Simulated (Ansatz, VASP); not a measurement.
One calculation of InSb, two programs

INCAR

```
SYSTEM = InSb
PREC = Accurate
ENCUT = 520
EDIFF = 1E-6
ISMEAR = 0
SIGMA = 0.15
LREAL = .FALSE.
LASPH = .TRUE.
NELM = 60
ALGO = Normal
ISIF = 2
LWAVE = .FALSE.
LCHARG = .FALSE.
NBANDS = 16
```

File KPOINTS:

```
regular mesh
0
G
  16 16 8
  0 0 0
```

POSCAR

```
InSb
1.0
    3.0864522883      0.0000000000      0.0000000000
    0.0000000000      3.0864522883      0.0000000000
    0.0000000000      0.0000000000      6.1892544725
In Sb
1 1
Direct
    0.0000000000      0.0000000000      0.0000000000
    0.0000000000      0.0000000000      0.5000000000
```

Input for Ansatz:

```yaml
crystal:
  lattice:
    - [3.0864522883, 0.0, 0.0]
    - [0.0, 3.0864522883, 0.0]
    - [0.0, 0.0, 6.1892544725]
  atoms:
    - { symbol: In, position: [0.0, 0.0, 0.0] }
    - { symbol: Sb, position: [0.0, 0.0, 0.5] }
basis:
  ecutwfc: 420
kpoints:
  mp_grid: { grid: [16, 16, 8] }
hamiltonian:
  xc: lda
  pseudopotentials: { kind: paw, azcp: { folder: soft_1 } }
scf:
  occupations: { method: gaussian, width: 0.15 }
output:
  forces: true
  stress: true
  eigenvalues: true
```

Alike in both runs: task single point; functional LDA; k mesh 16 × 16 × 8; occupations gaussian, width 0.15 eV; no spin polarisation.

```csv
,VASP,Ansatz
version,VASP 6.6.1,Ansatz 0.2.0
potentials or method,"VASP PAW LDA potentials, release 64 (In_d, Sb), cutoff 520 eV","scalar-relativistic, plane waves, PAW"
valence electrons in the cell,18,28
```

|  | VASP | Ansatz | Ansatz less VASP |
| --- | --- | --- | --- |
| gap on the k mesh at the Fermi level (eV) | none | none | - |
| pressure (GPa) | -3.5 | -3.6 | -0.03 |
| traceless stress, the component that is largest in VASP (GPa) | 0.34 | 0.36 | +0.021 |

Ansatz warns that its potentials were made for another functional, while VASP's fit it. LDA's correlation is that of Perdew and Zunger in VASP and of Perdew and Wang (1992) in Ansatz. A gap of «none» marks a metal or a gap that the smearing closes. VASP's potentials hold 18 valence electrons a cell and Ansatz's 28, so a difference there can come from the potentials and not from the codes.

Spin-orbit coupling is off throughout.
